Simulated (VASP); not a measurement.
# B (P6/mmm) in VASP: a series of runs, part 2 of 2

VASP 6.6.1. Earlier steps stand in the parts before.

## 4. Relaxation of cell and atoms, PBE, target pressure 42 GPa, at which the enthalpy is minimised

This run uses another cell than the first one, of 5.21 Å³/atom, 0.969 times its volume.

The input, INCAR:

```
SYSTEM = B
ALGO     = Normal         ! electronic algorithm
EDIFF    = 1E-7           ! SCF threshold, eV
EDIFFG   = -0.005         ! ionic threshold
ENCUT    = 600            ! plane-wave cutoff, eV
GGA      = PE             ! functional
IBRION   = 2              ! ionic algorithm
ISIF     = 3              ! what is computed and relaxed
ISMEAR   = -1             ! smearing method
LASPH    = .True.         ! aspherical terms in the spheres
LCHARG   = .False.        ! write CHGCAR
LREAL    = .False.        ! projectors in reciprocal space
LWAVE    = .False.        ! write WAVECAR
NELM     = 60             ! most SCF steps
NSW      = 60             ! ionic steps
PREC     = Accurate       ! precision mode
PSTRESS  = 420.0        
SIGMA    = 0.1            ! smearing width, eV
```

The input, KPOINTS:

```
k-points
0
Gamma
  11 11 16
  0 0 0
```

The input, POSCAR:

```
B
1.0
    3.0753065568      0.0000000000      0.0000000000
   -1.5376532784      2.6632936026      0.0000000000
    0.0000000000      0.0000000000      1.9066900652
B
3
Direct
    0.0000000000      0.0000000000      0.0000000000
    0.3333333333      0.6666666667      0.5000000000
    0.6666666667      0.3333333333      0.5000000000
```

Potentials or basis: VASP PAW PBE potentials, release 64 (B).

Started as:

```
$ cat potpaw_PBE.64/B/POTCAR > POTCAR
$ mpirun -np 1 vasp_std > vasp.out
```

OUTCAR:

```text
SYSTEM = B
   EDIFF = 1E-7
   EDIFFG = -0.005
   ENCUT = 600
   GGA = PE
   IBRION = 2
   ISIF = 3
   ISMEAR = -1
   LASPH = .True.
   LREAL = .False.
   NELM = 60
   NSW = 60
   PREC = Accurate
   PSTRESS = 420.0

 ion  position               nearest neighbor table
   1  0.000  0.000  0.000-   2 2.02   3 2.02   2 2.02   3 2.02   2 2.02   2 2.02   3 2.02   3 2.02
                             3 2.02   3 2.02   2 2.02   2 2.02
   2  0.333  0.667  0.500-   3 1.78   3 1.78   3 1.78   1 2.02   1 2.02   1 2.02   1 2.02   1 2.02
                             1 2.02
   3  0.667  0.333  0.500-   2 1.78   2 1.78   2 1.78   1 2.02   1 2.02   1 2.02   1 2.02   1 2.02
                             1 2.02

  LATTYP: Found a hexagonal cell.
 ALAT       =     3.0753065568
 C/A-ratio  =     0.6200000000

  Lattice vectors:

 A1 = (   3.0753065568,   0.0000000000,   0.0000000000)
 A2 = (  -1.5376532784,   2.6632936026,   0.0000000000)
 A3 = (   0.0000000000,   0.0000000000,   1.9066900652)

Analysis of symmetry for initial positions (statically):
=====================================================================
 Subroutine PRICEL returns:
 Original cell was already a primitive cell.

 Routine SETGRP: Setting up the symmetry group for a
 hexagonal supercell.

[... 179 lines left out ...]
  external PRESSURE =     120.8520732 kB  Pullay stress =     420.0000000 kB
[... 100 lines left out ...]
  energy  without entropy=      -14.9944626265  energy(sigma->0) =      -15.00530922

  enthalpy is  TOTEN    =       -10.7966598397 eV   P V=        4.2194959749

[... ionic steps 4 to 8 ...]

--------------------------------------- Ionic step        9  -------------------------------------------

 number of electron       9.0000000 magnetization

------------------------ aborting loop because EDIFF is reached ----------------------------------------
[... 73 lines left out ...]
--------------------------------------- Ionic step       11  -------------------------------------------

 number of electron       9.0000000 magnetization

 Free energy of the ion-electron system (eV)
  ---------------------------------------------------
  ext. energy  EPLUGINS =         0.00000000
  ---------------------------------------------------
  free energy    TOTEN  =       -15.02079675 eV

  energy without entropy =      -15.00106586  energy(sigma->0) =      -15.01093131

 E-fermi :  11.5237     XC(G=0): -13.4118

 val. band max:       11.5138485226   @ k =   0.0000   0.0000   0.3750
 cond. band min:      11.5847575746   @ k =   0.1818   0.0909   0.2500
 fundamental gap:      0.0709090520
 Fermi energy:        11.5236689454

 k-point     1 :       0.0000    0.0000    0.0000
  band No.  band energies     occupation
      1      -8.5949      2.00000
      2       6.3890      2.00000
      3       6.3890      2.00000
      4       6.4732      2.00000
      5       6.4732      2.00000
      6      12.9500      0.00000
      7      13.4930      0.00000
      8      18.7264      0.00000
[... 243 lines left out ...]
 k-point    24 :       0.1818    0.0909    0.0625
  band No.  band energies     occupation
      1      -7.5249      2.00000
      2       1.2004      2.00000
      3       2.2986      2.00000
      4       8.9692      2.00000
      5      11.1894      1.93171
      6      16.3824      0.00000
      7      17.3313      0.00000
      8      18.8066      0.00000

 [... further k-points ...]
[... 5 lines left out ...]
  --------------------------------------------------------------------------------------
  -------------------------------------------------------------------------------------
  Total        4.2227753      4.2227753      4.2249515      0.0000000     -0.0000000     -0.0000000
  in kB      419.9940871    419.9940871    420.2105357      0.0000000     -0.0000000     -0.0000000
  external PRESSURE =       0.0662366 kB  Pullay stress =     420.0000000 kB
[... 22 lines left out ...]
  energy  without entropy=      -15.0010658610  energy(sigma->0) =      -15.01093131

  enthalpy is  TOTEN    =       -10.7979620398 eV   P V=        4.2228347132

 reached required accuracy - stopping structural energy minimisation
```

CONTCAR:

```text
B
   1.00000000000000
     3.0865881781545399   -0.0000000000000001    0.0000000000000000
    -1.5432940890772699    2.6730637732738254   -0.0000000000000002
    -0.0000000000000000   -0.0000000000000002    1.9524385153692960
  B
     3
Direct
     0.0000000000000000    0.0000000000000000    0.0000000000000000
     0.3333333332999970    0.6666666667000030    0.5000000000000000
     0.6666666667000030    0.3333333332999970    0.5000000000000000

  0.00000000E+00  0.00000000E+00  0.00000000E+00
  0.00000000E+00  0.00000000E+00  0.00000000E+00
  0.00000000E+00  0.00000000E+00  0.00000000E+00
```

Run time: 39 s. Hardware: 1 thread of Intel Xeon 6975P-C (Granite Rapids), shared host; peak memory 0.14 GiB.

Results:

```
Free energy                                            : -15.0208 eV
Relaxed volume                                         : 5.37 Å³/atom
Relaxed cell                                           : a = 3.087 Å, b = 3.087 Å, c = 1.952 Å, α = 90.00°, β = 90.00°, γ = 120.00°
Space group after relaxing (to 0.05 Å)                 : P6/mmm (No. 191)
Energy change on relaxing (the enthalpy is what falls) : -49.3 meV/atom
Ionic steps                                            : 11
Pressure after relaxing                                : 42.0 GPa
```

Step by step:
```csv
step,energy change (eV),largest force (eV/Å),pressure (GPa),volume (Å³)
1,0.0000,0.0000,54.09,15.62
2,-0.2418,0.0000,32.39,16.52
3,-0.1434,0.0000,41.92,16.10
4,-0.1408,0.0000,42.14,16.09
5,-0.1416,0.0000,42.16,16.09
6,-0.1436,0.0000,42.20,16.09
7,-0.1453,0.0000,42.58,16.10
8,-0.1448,0.0000,42.34,16.10
9,-0.1446,0.0000,42.31,16.10
10,-0.1568,0.0000,41.22,16.14
11,-0.1480,0.0000,42.01,16.11
```

Final structure:
```yaml
crystal:
  lattice:
    - [3.08659, 0.00000, 0.00000]
    - [-1.54329, 2.67306, 0.00000]
    - [0.00000, 0.00000, 1.95244]
  atoms:
    - { symbol: B, position: [0.00000, 0.00000, 0.00000] }
    - { symbol: B, position: [0.33333, 0.66667, 0.50000] }
    - { symbol: B, position: [0.66667, 0.33333, 0.50000] }
```

Caveat: the cell is relaxed towards a set pressure, so the enthalpy falls and the energy may rise.

## 5. Relaxation of cell and atoms, PBE, target pressure 42 GPa, at which the enthalpy is minimised

The input, INCAR:

```
ALGO = Normal
EDIFF = 1E-6
EDIFFG = -0.005
ENCUT = 600
GGA = PE
IBRION = 2
ISIF = 3
ISMEAR = -1
LASPH = True
LCHARG = False
LREAL = False
LWAVE = False
NELM = 60
NSW = 32
PREC = Accurate
PSTRESS = 420.0
SIGMA = 0.1
```

The input, KPOINTS:

```
k-points
0
Gamma
  11 11 16
```

The input, POSCAR:

```
B
1.0
    3.0866740078      0.0000000000      0.0000000000
   -1.5433370039      2.6731381040      0.0000000000
    0.0000000000      0.0000000000      1.9527608604
B
3
Direct
    0.0000000000      0.0000000000      0.0000000000
    0.3333333333      0.6666666667      0.5000000000
    0.6666666667      0.3333333333      0.5000000000
```

Started as:

```
$ cat potpaw_PBE.64/B/POTCAR > POTCAR
$ mpirun -np 1 vasp_std > vasp.out
```

It took 7.4 s on 1 thread of Intel Xeon 6975P-C (Granite Rapids), shared host; peak memory 0.14 GiB.

It converged, with:

```
Free energy             : -15.0225 eV
Pressure after relaxing : 41.9 GPa
```

Final structure:
```cif
data_structure
_symmetry_space_group_name_H-M 'P 1'
_symmetry_Int_Tables_number 1
_cell_length_a 3.0867
_cell_length_b 3.0867
_cell_length_c 1.9528
_cell_angle_alpha 90.000
_cell_angle_beta 90.000
_cell_angle_gamma 120.000
_cell_volume 16.11
loop_
_atom_site_label
_atom_site_type_symbol
_atom_site_fract_x
_atom_site_fract_y
_atom_site_fract_z
_atom_site_occupancy
B1 B 0.00000 0.00000 0.00000 1
B2 B 0.33333 0.66667 0.50000 1
B3 B 0.66667 0.33333 0.50000 1
```

Levels at points of the mesh, in eV from the Fermi level:
```csv
k point,band 1,band 2,band 3,band 4,band 5,band 6,band 7,band 8
"(0.00, 0.00, 0.00)",-20.12,-5.13,-5.13,-5.05,-5.05,1.43,1.97,7.20
"(0.00, 0.00, 0.50)",-12.49,-12.33,0.12,0.12,1.52,2.77,2.77,4.49
```

Caveat: the relaxation stopped at its first step, so nothing moved; the cell is relaxed towards a set pressure, so the enthalpy falls and the energy may rise.

## 6. Overview

```csv
task,cell,cutoff (eV),gap on the mesh (eV),pressure (GPa)
single point,"a = 3.087, b = 3.087, c = 1.953 Å, angles 90.0, 90.0, 120.0°, 3 atoms",520,none,42.0
single point,"a = 3.086, b = 3.086, c = 1.954 Å, angles 90.0, 90.0, 120.0°, 3 atoms",520,none,42.0
relaxation of cell and atoms,"relaxed to 42 GPa from a = 3.075, b = 3.075, c = 1.907 Å, angles 90.0, 90.0, 120.0°, 3 atoms",600,none,42.0
relaxation of cell and atoms,"relaxed to 42 GPa from a = 3.087, b = 3.087, c = 1.953 Å, angles 90.0, 90.0, 120.0°, 3 atoms",600,none,41.9
```

Alike in all rows: level PBE; potentials or basis VASP PAW PBE potentials, release 64 (B); no spin polarisation; k mesh 11 × 11 × 16; smearing fermi-dirac 0.1 eV.

Caveats: the cell is relaxed towards a set pressure, so the enthalpy falls and the energy may rise (some runs); the relaxation stopped at its first step, so nothing moved (some runs).

Total energies depend on the potentials used, so only differences within one code and one set of settings carry meaning.
